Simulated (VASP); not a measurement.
Wanted: the native input for a VASP 6.6.1 run.

| Item | Value |
| --- | --- |
| Task | single point |
| Functional | PBE |
| Potentials or basis | VASP PAW PBE potentials, release 64 (Si, O) |
| Cutoff | 600 eV |
| k mesh | 6 × 6 × 6 |
| Occupations | gaussian, width 0.2 eV |
| Spin | no spin polarisation |
| Dipole correction | no |
| Further INCAR settings | ALGO = Normal; EDIFF = 1e-06; NBANDS = 19 |

The structure of SiO3 lies in POSCAR:

```
SiO3
1.0
   -2.0428871248      2.0428871248      2.0428871248
    2.0428871248     -2.0428871248      2.0428871248
    2.0428871248      2.0428871248     -2.0428871248
Si O
1 3
Direct
    0.0000000000      0.0000000000      0.0000000000
    0.0000000000      0.5000000000      0.5000000000
    0.5000000000      0.0000000000      0.5000000000
    0.5000000000      0.5000000000      0.0000000000
```

One way to write it, as run:

INCAR

```
PREC = Accurate
ENCUT = 600
EDIFF = 1E-6
ISMEAR = 0
SIGMA = 0.2
LREAL = False
LASPH = True
NELM = 120
ALGO = Normal
ISIF = 2
LWAVE = False
LCHARG = True
GGA = PE
LELF = True
LVHAR = True
NBANDS = 19
GGA_COMPAT = False
```

KPOINTS

```
Automatic mesh
0
Gamma
  6 6 6
```

Potentials or basis: VASP PAW PBE potentials, release 64 (Si, O).

Run with:

```sh
$ cat potpaw_PBE.64/Si/POTCAR potpaw_PBE.64/O/POTCAR > POTCAR
$ mpirun -np 1 vasp_std > vasp.out
```

It gave:

| Quantity | Value |
| --- | --- |
| Pressure | -0.2 GPa |
| Band gap on the k mesh | zero (band 11 reaches 8.79 eV, above the bottom of band 12 at 6.56 eV) |

Caveat: the k points lie up to 0.36 Å⁻¹ apart.

Run time: 6.2 s on 1 thread of Intel(R) Xeon(R) 6975P-C (Granite Rapids), on a shared host, peak memory 0.15 GiB.
